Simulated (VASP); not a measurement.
Runs of VASP 6.6.1 on SnSe. The structure is hexagonal, space group P6_3mc (No. 186). The conventional cell has a = 4.550 Å, b = 4.550 Å, c = 7.430 Å, α = 90.00°, β = 90.00°, γ = 120.00°. Sn (site symmetry 3m) has 4 Se at 2.79 Å within 3.7 Å. Within 3.7 Å of Se (site symmetry 3m) lie 4 Sn at 2.79 Å. 

| cell | gap on the mesh (eV) | pressure (GPa) |
| --- | --- | --- |
| relaxed to 30 GPa | none | 30.0 |
| relaxed to 45 GPa | none | 45.1 |
| relaxed to 15 GPa | (a) | 15.1 |
| relaxed | 1.31 | 0.0 |

Alike in all rows: task relaxation of cell and atoms; level PBEsol; potentials or basis VASP PAW PBE potentials, release 64 (Sn_d, Se); no spin polarisation; k mesh 4 × 4 × 3; cutoff (eV) 600; smearing fermi-dirac 0.01 eV.

Estimate the missing entries.

(a) 0.34.

Caveats: some runs use coarse meshes; the PAW data sets were made with another functional, which shifts forces and pressure a little; spin-orbit coupling is left out, which moves the levels of the heavy elements; the cell is relaxed towards a set pressure, so the run minimises the enthalpy, not the energy (at least some runs); semilocal functionals underestimate gaps, and a narrow one can read as zero (at least some runs); a cell axis changed by over 15 % at a fixed basis, so the end point is rough (at least some runs).

A k mesh can miss the band edges, and the runs leave out spin-orbit coupling on Se, Sn.

A gap of «none» marks levels without a gap at the run's occupations.
